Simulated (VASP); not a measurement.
A run of VASP 6.6.1 is set up as follows.

Contents of INCAR:

```
SYSTEM = TiWSe3
PREC     = Accurate       ! precision mode
ENCUT    = 600            ! plane-wave cutoff, eV
EDIFF    = 1E-6           ! SCF threshold, eV
ISMEAR   = 0              ! smearing method
SIGMA    = 0.1            ! smearing width, eV
LREAL    = .FALSE.        ! projectors in reciprocal space
LASPH    = .TRUE.         ! aspherical terms in the spheres
NELM     = 150            ! most SCF steps
ALGO     = Normal         ! electronic algorithm
ISIF     = 3              ! what is computed and relaxed
LWAVE    = .FALSE.        ! write WAVECAR
LCHARG   = .FALSE.        ! write CHGCAR
ISPIN    = 2              ! spin polarisation
MAGMOM   = 1 0 0 0 0      ! initial moments
LORBIT   = 11             ! projections on sites
LMAXMIX  = 4              ! l up to which the mixer works
GGA      = PE             ! functional
IBRION   = 2              ! ionic algorithm
NSW      = 90             ! ionic steps
EDIFFG   = -0.04          ! ionic threshold
```

KPOINTS

```
regular mesh
0
G
  4 4 4
  0 0 0
```

File POSCAR:

```
TiWSe3
1.0
    4.7267404500      0.0000000000      0.0000000000
    0.0000000000      4.7267404500      0.0000000000
    0.0000000000      0.0000000000      4.7267404500
Ti W Se
1 1 3
Direct
    0.0000000000      0.0000000000      0.0000000000
    0.5000000000      0.5000000000      0.5000000000
    0.0000000000      0.5000000000      0.5000000000
    0.5000000000      0.5000000000      0.0000000000
    0.5000000000      0.0000000000      0.5000000000
```

Potentials or basis: VASP PAW PBE potentials, release 64 (Ti_sv, W_sv, Se).

The run is started by

```console
$ cat potpaw_PBE.64/Ti_sv/POTCAR potpaw_PBE.64/W_sv/POTCAR potpaw_PBE.64/Se/POTCAR > POTCAR
$ mpirun -np 1 vasp_std > vasp.out
```

(1) What does it give for the site moments?

(2) Predict the relaxed volume.

## Answers

(1) Ti +0.12; W +0.42; Se +0.03 μB.

(2) 23.87 Å³/atom.
